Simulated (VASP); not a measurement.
La3In, 4 atoms in the cell. It takes space group R-3m (No. 166, trigonal). Conventional cell: a = 7.156 Å, b = 7.156 Å, c = 8.896 Å, α = 90.00°, β = 90.00°, γ = 120.00°. La (site symmetry 2/m) has 8 La at 3.58 to 3.61 Å and 4 In at 3.58 to 3.61 Å within 4.7 Å. Within 4.7 Å of In (site symmetry -3m) lie 12 La at 3.58 to 3.61 Å.  This cell differs from its parent crystal: equal xy, yz and zx shear strains of +1 %.

```yaml
Program: VASP 6.6.1
Task: single point
Functional: PBEsol
Potentials_or_basis: VASP PAW PBE potentials, release 64 (La, In_d)
Cutoff: 520 eV
k_mesh: 7 × 7 × 7
Occupations: fermi-dirac, width 0.05 eV
Spin: no spin polarisation
Dipole_correction: no
Further_INCAR_settings: ALGO = Normal; EDIFF = 1e-06; NBANDS = 31
```

Potentials or basis: VASP PAW PBE potentials, release 64 (La, In_d).

Launch:

```bash
$ cat potpaw_PBE.64/La/POTCAR potpaw_PBE.64/In_d/POTCAR > POTCAR
$ mpirun -np 1 vasp_std > vasp.out
```

Hardware: 1 thread of Intel(R) Xeon(R) 6975P-C (Granite Rapids), with other jobs on the host.

Problem. Estimate the wall time of this run.

Solution. It took 2 min on 1 thread of Intel(R) Xeon(R) 6975P-C (Granite Rapids), on a shared host, peak memory 0.36 GiB. Counts: scf iterations 17, k points 44.
